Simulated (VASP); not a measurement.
## Mg: electric field gradients with PBE

Crystal: Mg.

```
Mg
1.0
    -1.47650    1.47650    1.50603
     1.47650   -1.47650    1.50603
     1.47650    1.47650   -1.50603
Mg
1
Cartesian
  0.0000 0.0000 0.0000
```

This cell differs from its parent crystal: zz strain of +2 %.

```
Program                : VASP 6.6.1
Task                   : electric field gradients
Functional             : PBE
Potentials or basis    : VASP PAW PBE potentials, release 64 (Mg)
Cutoff                 : 520 eV
k mesh                 : 16 × 16 × 16
Occupations            : fermi-dirac, width 0.05 eV
Spin                   : no spin polarisation
Dipole correction      : no
Further INCAR settings : ALGO = Normal; EDIFF = 1e-08; NBANDS = 7
```

```json
{"Pressure": "58.9 GPa", "Band gap on the k mesh": "zero (bands 1 and 2 overlap by 4.73 eV)", "Largest electric field gradient by atom": "Mg +1.3 V/Å²"}
```

Stress tensor (GPa, compression positive):
```
59.45  0.00  0.00
 0.00 59.45  0.00
 0.00  0.00 57.95
```

Levels at points of the mesh, in eV from the Fermi level:
```csv
k point,band 1,band 2,band 3,band 4,band 5
"(0.00, 0.00, 0.00)",-9.73,17.11,17.11,17.68,19.68
"(0.50, 0.00, 0.00)",-2.35,-0.96,10.95,14.62,15.05
"(0.50, 0.50, 0.00)",-2.21,-0.82,10.46,14.15,14.52
"(0.50, 0.50, 0.50)",3.77,4.06,5.62,6.30,6.30
```

Electric field gradients, principal values (V/Å²):
```csv
atom,least,middle,greatest (by size)
1 Mg,-0.627,-0.627,1.254
```

It took 20 s on 1 thread of Intel(R) Xeon(R) Platinum 8375C CPU @ 2.90GHz (Ice Lake), with other jobs on the host, peak memory 0.15 GiB.

Caveat: the cell differs from its parent crystal (zz strain of +2 %); the cell stands under pressure; without QUAD_EFG the Cq values of the log hold for a quadrupole moment of 1 mb, not for the nuclei.
